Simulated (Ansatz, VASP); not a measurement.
# Two plane-wave programs on Mo2F3

```
Mo F
1.0
     2.58769    0.00000    0.00000
     0.00000    2.58769    0.00000
     0.00000    0.00000    9.99584
Mo F
2 3
Direct
  0.50000 0.00000 0.19530
  0.00000 0.50000 0.80470
  0.00000 0.50000 0.34638
  0.50000 0.00000 0.65362
  0.50000 0.50000 0.00000
```

Change from the starting cell: species swapped into the Er2Se3 type (P-4m2, No. 115).

Alike in both runs: functional PBE; k mesh 14 × 14 × 4; occupations gaussian, width 0.1 eV; no spin polarisation.

Ansatz relaxed the structure, and its values are those at the end. VASP's run is a single point on that final structure, the one shown.

|  | VASP | Ansatz |
| --- | --- | --- |
| version | VASP 6.6.1 | Ansatz 0.2.0 |
| potentials or method | VASP PAW PBE potentials, release 64 (Mo_sv, F), cutoff 520 eV | scalar-relativistic, plane waves, PAW |
| valence electrons in the cell | 49 | 49 |

```tsv
	VASP	Ansatz	Ansatz less VASP
gap on the k mesh at the Fermi level (eV)	none	none	-
pressure (GPa)	0.2	0.0	-0.17
rms of the force components (eV/Å)	0.012	0.000	-0.0121
```

A gap of «none» marks a metal or a gap that the smearing closes.
